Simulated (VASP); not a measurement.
A run of VASP 6.6.1:

INCAR

```
SYSTEM = Ga
AGGAC = 1.0
AGGAX = 1.0
ALDAC = 0.0
ALDAX = 1.0
ALGO = Normal
EDIFF = 1E-7
ENCUT = 520
GGA = B5
ISIF = 2
ISMEAR = -1
LASPH = .TRUE.
LCHARG = .FALSE.
LREAL = .FALSE.
LWAVE = .FALSE.
NBANDS = 12
NELM = 80
PREC = Accurate
SIGMA = 0.1
```

The input KPOINTS:

```
k-points
0
G
  14 14 14
  0 0 0
```

The input POSCAR:

```
Ga
1.0
   -1.7863235510      1.7863235510      1.7863235510
    1.7863235510     -1.7863235510      1.7863235510
    1.7863235510      1.7863235510     -1.7863235510
Ga
1
Direct
    0.0000000000      0.0000000000      0.0000000000
```

Potentials or basis: VASP PAW PBE potentials, release 64 (Ga_d).

The run is started by

```bash
$ cat potpaw_PBE.64/Ga_d/POTCAR > POTCAR
$ mpirun -np 1 vasp_std > vasp.out
```

Hardware: 1 thread of Intel(R) Xeon(R) Platinum 8259CL CPU @ 2.50GHz (Skylake/Cascade Lake) (shared host).

Question: Estimate the wall time of this run.

Answer: Wall time 36 s on 1 thread of Intel(R) Xeon(R) Platinum 8259CL CPU @ 2.50GHz (Skylake/Cascade Lake), on a shared host, peak memory 0.15 GiB. Counts: scf iterations 12, k points 104.
